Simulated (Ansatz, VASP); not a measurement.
**BP: VASP beside Ansatz**

```
B P
1.0
     0.00000    2.26900    2.26900
     2.26900    0.00000    2.26900
     2.26900    2.26900    0.00000
B P
1 1
Direct
  0.00000 0.00000 0.00000
  0.75000 0.75000 0.75000
```

Alike in both runs: task electric field gradients; functional PBE; k mesh 15 × 15 × 15; occupations fermi-dirac, width 0.05 eV; no spin polarisation.

```csv
,VASP,Ansatz
version,VASP 6.6.1,Ansatz 0.2.0
potentials or method,"VASP PAW PBE potentials, release 64 (B, P)","PAW with Ansatz's default frozen-core files, scalar-relativistic"
plane-wave cutoff (eV),520,420
valence electrons in the cell,8,8
```

Ansatz gave:

- pressure (GPa): 1.1

Problem. Which values does VASP return?

Solution. Pressure (GPa): 0.9.

The functional is the same, so the differences come from potentials, cutoffs and numerics.
